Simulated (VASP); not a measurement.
# C (Fd-3m) in VASP: G0W0 quasiparticle levels with PBE

Aim: the G0W0 quasiparticle levels of C with PBE.

All numbers are computed with VASP 6.6.1; they aren't measurements. Logs are shortened: lines on timing, memory, paths and dates and some standing lists are left out, and cuts for length are marked.

## Step 1: The cell of the first run

It takes space group Fd-3m (No. 227, cubic). Conventional cell: a = 3.560 Å, b = 3.560 Å, c = 3.560 Å, α = 90.00°, β = 90.00°, γ = 90.00°. C (site symmetry -43m) has 4 C at 1.54 Å within 2.1 Å.

## Step 2: G0W0 quasiparticle levels, PBE

File POSCAR:

```
C
1.0
    0.0000000000      1.7801241426      1.7801241426
    1.7801241426      0.0000000000      1.7801241426
    1.7801241426      1.7801241426      0.0000000000
C
2
Direct
    0.0000000000      0.0000000000      0.0000000000
    0.2500000000      0.2500000000      0.2500000000
```

File INCAR.step1:

```
SYSTEM = C
PREC = Accurate ; ENCUT = 500
EDIFF = 1E-8 ; ISMEAR = 0
SIGMA = 0.01 ; LREAL = .FALSE.
LASPH = .TRUE. ; NELM = 60
ALGO = Normal ; LWAVE = .TRUE.
LCHARG = .FALSE. ; GGA = PE
```

File INCAR.step2:

```
SYSTEM = C
PREC = Accurate ; ENCUT = 500
EDIFF = 1E-8 ; ISMEAR = 0
SIGMA = 0.01 ; LREAL = .FALSE.
LASPH = .TRUE. ; NELM = 1
ALGO = Exact ; LWAVE = .TRUE.
LCHARG = .FALSE. ; GGA = PE
NBANDS = 87 ; LOPTICS = .TRUE.
ISTART = 1
```

File INCAR.step3:

```
SYSTEM = C
PREC = Accurate ; ENCUT = 500
EDIFF = 1E-8 ; ISMEAR = 0
SIGMA = 0.01 ; LREAL = .FALSE.
LASPH = .TRUE. ; ALGO = EVGW0
LWAVE = .FALSE. ; LCHARG = .FALSE.
GGA = PE ; NELMGW = 1
NBANDS = 87 ; ENCUTGW = 200
NOMEGA = 48 ; PRECFOCK = Fast
ISTART = 1 ; NBANDSGW = 12
```

File KPOINTS:

```
Automatic mesh
0
G
  6 6 6
  0 0 0
```

Potentials or basis: VASP PAW PBE potentials, release 64 (C_GW).

Command:

```
> cat potpaw_PBE.64/C_GW/POTCAR > POTCAR
> cp INCAR.step1 INCAR
> mpirun -np 1 vasp_std > vasp.out
> cp INCAR.step2 INCAR
> mpirun -np 1 vasp_std > vasp.out
> cp INCAR.step3 INCAR
> mpirun -np 1 vasp_std > vasp.out
```

OUTCAR:

```text
SYSTEM = C
   PREC = Accurate
   ENCUT = 500
   EDIFF = 1E-8
   ISMEAR = 0
   LREAL = .FALSE.
   LASPH = .TRUE.
   GGA = PE
   NELMGW = 1
   ENCUTGW = 200
   PRECFOCK = Fast
   ISTART = 1

 ion  position               nearest neighbor table
   1  0.000  0.000  0.000-   2 1.54   2 1.54   2 1.54   2 1.54
   2  0.250  0.250  0.250-   1 1.54   1 1.54   1 1.54   1 1.54

  LATTYP: Found a face centered cubic cell.
 ALAT       =     3.5602482852

  Lattice vectors:

 A1 = (   0.0000000000,   1.7801241426,   1.7801241426)
 A2 = (   1.7801241426,   0.0000000000,   1.7801241426)
 A3 = (   1.7801241426,   1.7801241426,   0.0000000000)

Analysis of symmetry for initial positions (statically):
=====================================================================
 Subroutine PRICEL returns:
 Original cell was already a primitive cell.

 Routine SETGRP: Setting up the symmetry group for a
 face centered cubic supercell.

 Subroutine GETGRP returns: Found 48 space group operations
 (whereof 24 operations were pure point group operations)
 out of a pool of 48 trial point group operations.

The static configuration has the point symmetry T_d .
 The point group associated with its full space group is O_h .

Analysis of symmetry for dynamics (positions and initial velocities):
=====================================================================
 Subroutine PRICEL returns:
 Original cell was already a primitive cell.

 Routine SETGRP: Setting up the symmetry group for a
 face centered cubic supercell.

 Subroutine GETGRP returns: Found 48 space group operations
 (whereof 24 operations were pure point group operations)
 out of a pool of 48 trial point group operations.

The dynamic configuration has the point symmetry T_d .
 The point group associated with its full space group is O_h .

 Subroutine INISYM returns: Found 48 space group operations
 (whereof 24 operations are pure point group operations),
 and found     1 'primitive' translations

[... 79 lines left out ...]
   ISPIN  =      1    spin polarized calculation?
   LNONCOLLINEAR =      F non collinear calculations
   LSORBIT =      F    spin-orbit coupling
   LASPH  =      T    aspherical Exc in radial PAW
   ENCUT  =  500.0 eV  36.75 Ry    6.06 a.u.   4.59  4.59  4.59*2*pi/ulx,y,z
   NELM   =     60;   NELMIN=  2; NELMDL=  0     # of ELM steps
   EDIFF  = 0.1E-07   stopping-criterion for ELM
   LREAL  =      F    real-space projection
   EDIFFG = 0.1E-06   stopping-criterion for IOM
   NSW    =      0    number of steps for IOM
   IBRION =     -1    ionic relax: 0-MD 1-quasi-New 2-CG
   NFREE  =      0    steps in history (QN), initial steepest desc. (CG)
   ISIF   =      0    stress and relaxation
   ISYM   =      3    0-nonsym 1-usesym 2-fastsym
   POTIM  = 0.5000    time-step for ionic-motion
   TEBEG  =    0.0;   TEEND  =   0.0 temperature during run
   PSTRESS=    0.0 pullay stress
   NELECT =       8.0000    total number of electrons
   NUPDOWN=      -1.0000    fix difference up-down
   EMIN   =  10.00;   EMAX   =-10.00  energy-range for DOS
   EFERMI =   0.00;   METHOD = LEGACY
   ISMEAR =     0;   SIGMA  =   0.01  broadening in eV -4-tet -1-fermi 0-gaus
   EFERMI_NEDOS =   21; number of points for ismear=-14 and -15
   IALGO  =     38    algorithm
   IMIX   =      4    mixing-type and parameters
     AMIX     =   0.40;   BMIX     =  1.00
     AMIX_MAG =   1.60;   BMIX_MAG =  1.00
  volume/ion in A,a.u.               =       5.64        38.07
  Fermi-wavevector in a.u.,A,eV,Ry     =   1.459860  2.758735 28.996616  2.131191
  Thomas-Fermi vector in A             =   2.576377
   LORBIT       =      0    0 simple, 1 ext, 2 COOP (PROOUT), +10 PAW based schemes
   GGA     = PE    functional components
   LHFCALC =     T    Hartree Fock is set to
   PRECFOCK=fast      Normal, Fast or Accurate (Low or Medium for compatibility)
   ENCUT4O =  -1.0   cutoff for four orbital integrals eV
   NKREDX  =     1    reduce k-point grid by
   NKREDY  =     1    reduce k-point grid by
   NKREDZ  =     1    reduce k-point grid by
   AEXX    =    1.0000 exact exchange contribution
   HFSCREEN=    0.0000 screening length (either q_TF or 0.3 A-1)
   HFSCREENC=   0.0000 screening length for correlation (either q_TF or 0.3 A-1)
   ENCUTFOCK=  -1.0 apply spherical cutoff to Coloumb kernel
   IVDW    =     0    specifies the selected vdW correction
   LEPSILON=     F    determine dielectric tensor
   LRPA    =     F    only Hartree local field effects (RPA)
   LRPAFORCE           =     F    calculate RPA forces
   ENCUTGW             = 200.0    cutoff for response function in eV
   ENCUTGWSOFT         = 160.0    soft cutoff for Coulomb kernel in GW response function in eV
   ENCUTLF             =  -1.0    cutoff for local field effects
   NELMGW              =     1    number of iterations in solving QP/BSE equation
   NELMHF              =     1    number of iterations in the inner HF iteration
   NKREDLFX            =     1    NKREDLFY  =   1   NKREDLFZ  =   1
 non-spin polarized calculation
 Gauss-broadening in eV      SIGMA  =   0.01
  energy-cutoff  :      500.00
  volume of cell :       11.28
 maximum number of plane-waves:       302
  NGX = 12; NGY = 12; NGZ = 12
   NGX =  9   NGY =  9   NGZ =  9
 maximum number of plane-waves:        76

 QP shifts <psi_nk| G(iteration)W_0 |psi_nk>: iteration 1
 for sc-GW calculations column KS-energies equals QP-energies in previous step
 and V_xc(KS)=  KS-energies - (<T + V_ion + V_H > + <T+V_H+V_ion>^1  + <V_x>^1)

 k-point   1 :       0.0000    0.0000    0.0000
  band No.  KS-energies  QP-energies   sigma(KS)   V_xc(KS)     V^pw_x(r,r')   Z            occupation Imag(sigma)

      1     -11.7046     -13.4570     -17.1128     -14.7920     -25.4559       0.7551       2.0000       1.4672
      2       9.8438       9.0996     -17.7162     -16.8145     -19.2155       0.8254       2.0000       0.0817
      3       9.8438       9.0996     -17.7162     -16.8145     -19.2155       0.8254       2.0000       0.0817
      4       9.8438       9.0996     -17.7162     -16.8145     -19.2155       0.8254       2.0000       0.0817
      5      15.4505      16.4642     -14.3037     -15.5365      -9.3291       0.8222       0.0000      -0.1026
      6      15.4505      16.4642     -14.3037     -15.5365      -9.3291       0.8222       0.0000      -0.1026
      7      15.4505      16.4642     -14.3037     -15.5365      -9.3291       0.8222       0.0000      -0.1026
      8      23.2911      24.1621     -15.2542     -16.3841      -7.7685       0.7709       0.0000      -0.2594
      9      29.2089      29.4818     -11.5542     -11.8925      -4.3427       0.8067       0.0000      -0.4109
     10      36.4414      37.3718     -12.7867     -13.9081      -5.9182       0.8297       0.0000      -0.5925
     11      36.4414      37.3718     -12.7867     -13.9081      -5.9182       0.8297       0.0000      -0.5925
     12      37.4454      37.9887     -10.8823     -11.5373      -3.2737       0.8295       0.0000      -1.0653
[... 228 lines left out ...]
      1      -2.4120      -3.8956     -17.7537     -15.8009     -23.3944       0.7597       2.0000       0.4154
      2      -2.4120      -3.8956     -17.7537     -15.8009     -23.3944       0.7597       2.0000       0.4154
      3       1.9896       0.7660     -16.6701     -15.1269     -20.2840       0.7929       2.0000       0.1773
      4       1.9896       0.7660     -16.6701     -15.1269     -20.2840       0.7929       2.0000       0.1773
      5      18.0912      18.8637     -13.3118     -14.2519      -7.6327       0.8216       0.0000      -0.1362
      6      18.0912      18.8637     -13.3118     -14.2519      -7.6327       0.8216       0.0000      -0.1362
      7      24.4266      25.6901     -14.6175     -16.2511      -6.9648       0.7734       0.0000      -0.2963
      8      24.4266      25.6901     -14.6175     -16.2511      -6.9648       0.7734       0.0000      -0.2963
      9      31.6282      32.7197     -13.8911     -15.2864      -5.4953       0.7823       0.0000      -0.6348
     10      31.6282      32.7197     -13.8911     -15.2864      -5.4953       0.7823       0.0000      -0.6348
     11      40.6171      41.4382     -12.3998     -13.4156      -4.2605       0.8083       0.0000      -1.0748
     12      40.6171      41.4382     -12.3998     -13.4156      -4.2605       0.8083       0.0000      -1.0748
```

OUTCAR.step1:

```text
SYSTEM = C
   PREC = Accurate
   ENCUT = 500
   EDIFF = 1E-8
   ISMEAR = 0
[... 389 lines left out ...]
      0.00000      0.00000      0.00000        -0.000000     -0.000000     -0.000000
      0.89006      0.89006      0.89006         0.000000      0.000000      0.000000
 -----------------------------------------------------------------------------------
    total drift:                               -0.000000     -0.000000     -0.000000

  FREE ENERGIE OF THE ION-ELECTRON SYSTEM (eV)
  ---------------------------------------------------
  free  energy   TOTEN  =       -18.1920101466 eV

  energy  without entropy=      -18.1920101466  energy(sigma->0) =      -18.19201015
```

Wall time 41 s (1 thread of Intel Xeon 6975P-C (Granite Rapids), shared host); peak memory 0.26 GiB.

What came out:

```yaml
Quasiparticle_gap: 5.52 eV
Least_direct_quasiparticle_gap: 7.36 eV
Band_gap_of_the_starting_levels_on_the_mesh: 4.17 eV
Least_direct_gap_of_the_starting_levels_on_the_mesh: 5.61 eV
```

Caveat: the k points lie up to 0.51 Å⁻¹ apart; bands, screening cutoff and mesh are small and nothing is extrapolated, so the quasiparticle values aren't converged.
